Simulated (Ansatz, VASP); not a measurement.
# NaI in VASP and in Ansatz

```
Na I
1.0
     0.00000    3.33349    3.23640
     3.33349    0.00000    3.23640
     3.33349    3.33349    0.00000
Na I
1 1
Direct
  0.00000 0.00000 0.00000
  0.50000 0.50000 0.50000
```

Change from the starting cell: strain +0.030 along x and y, +0.000 along z, atoms carried along.

Alike in both runs: task single point; functional PBEsol; k mesh 6 × 6 × 6; occupations gaussian, width 0.05 eV; no spin polarisation.

|  | VASP | Ansatz |
| --- | --- | --- |
| version | VASP 6.6.1 | Ansatz 0.2.0 |
| potentials or method | VASP PAW PBE potentials, release 64 (Na_pv, I), cutoff 520 eV | scalar-relativistic, plane waves, PAW |
| valence electrons in the cell | 14 | 26 |

|  | VASP | Ansatz | Ansatz less VASP |
| --- | --- | --- | --- |
| gap on the k mesh at the Fermi level (eV) | 3.36 | 3.36 | +0.004 |
| least direct gap on the mesh (eV) | 3.36 | 3.36 | +0.004 |
| pressure (GPa) | -1.2 | -1.2 | -0.03 |
| traceless stress, the component that is largest in VASP (GPa) | 0.34 | 0.33 | -0.005 |

VASP's potentials were made for PBE, not for PBEsol. VASP's potentials hold 14 valence electrons a cell and Ansatz's 26, so a difference there can come from the potentials and not from the codes.

Spin-orbit coupling is off throughout.
